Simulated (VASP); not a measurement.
**As: single point with r2SCAN**

The system is As.

```
As
1.0
     1.88158    1.08633    3.56137
    -1.88158    1.08633    3.56137
     0.00000   -2.17266    3.56137
As
2
Direct
  0.77388 0.77388 0.77388
  0.22612 0.22612 0.22612
```

```
Program             : VASP 6.6.1
Task                : single point
Functional          : r2SCAN
Potentials or basis : VASP PAW PBE potentials, release 64 (As)
Cutoff              : 520 eV
k mesh              : 8 × 8 × 8
Occupations         : fermi-dirac, width 0.02 eV
Spin                : no spin polarisation
```

The pressure is 1.0 GPa and the largest force is 0.011 eV/Å. The band gap on the k mesh is zero (band 5 reaches 5.55 eV, above the bottom of band 6 at 5.06 eV).

Forces in eV/Å, atoms in the order of the input:
```
As   0.000  0.000 -0.011
As   0.000  0.000  0.011
```

Stress tensor (GPa, compression positive):
```
0.96 0.00 0.00
0.00 0.96 0.00
0.00 0.00 1.06
```

Levels at points of the mesh, in eV from the Fermi level:
```csv
k point,band 2,band 3,band 4,band 5,band 6,band 7,band 8,band 9
"(0.00, 0.00, 0.00)",-6.39,-3.06,-2.51,-2.51,1.39,2.63,2.63,7.04
"(0.50, 0.00, 0.00)",-11.86,-3.41,-3.41,-0.81,-0.48,0.15,1.19,9.00
"(0.50, 0.50, 0.00)",-10.49,-6.46,-4.73,-4.65,1.36,5.23,6.91,7.12
"(0.50, 0.50, 0.50)",-10.67,-2.24,-2.24,-0.72,0.53,0.53,1.63,8.29
```

Wall time 38 s on 1 thread of Intel(R) Xeon(R) 6975P-C (Granite Rapids), with other jobs on the host, peak memory 0.19 GiB.

Caveat: the PAW data sets were made with another functional, which shifts forces and pressure a little.
